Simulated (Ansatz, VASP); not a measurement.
**One calculation of Ca, two programs**

```
Ca
1.0
    -2.05536    2.05536    2.24454
     2.05536   -2.05536    2.24454
     2.05536    2.05536   -2.24454
Ca
1
Cartesian
  0.0000 0.0000 2.2445
```

Alike in both runs: task single point; functional PBE; k mesh 14 × 14 × 14; occupations gaussian, width 0.1 eV; no spin polarisation.

|  | VASP | Ansatz |
| --- | --- | --- |
| version | VASP 6.6.1 | Ansatz 0.2.0 |
| potentials or method | VASP PAW PBE potentials, release 64 (Ca_sv), cutoff 520 eV | scalar-relativistic, plane waves, PAW |
| valence electrons in the cell | 10 | 10 |

```tsv
	VASP	Ansatz	Ansatz less VASP
gap on the k mesh at the Fermi level (eV)	none	none	-
pressure (GPa)	2.1	2.1	-0.02
traceless stress, the component that is largest in VASP (GPa)	0.13	0.13	+0.002
```

A gap of «none» marks a metal or a gap that the smearing closes.
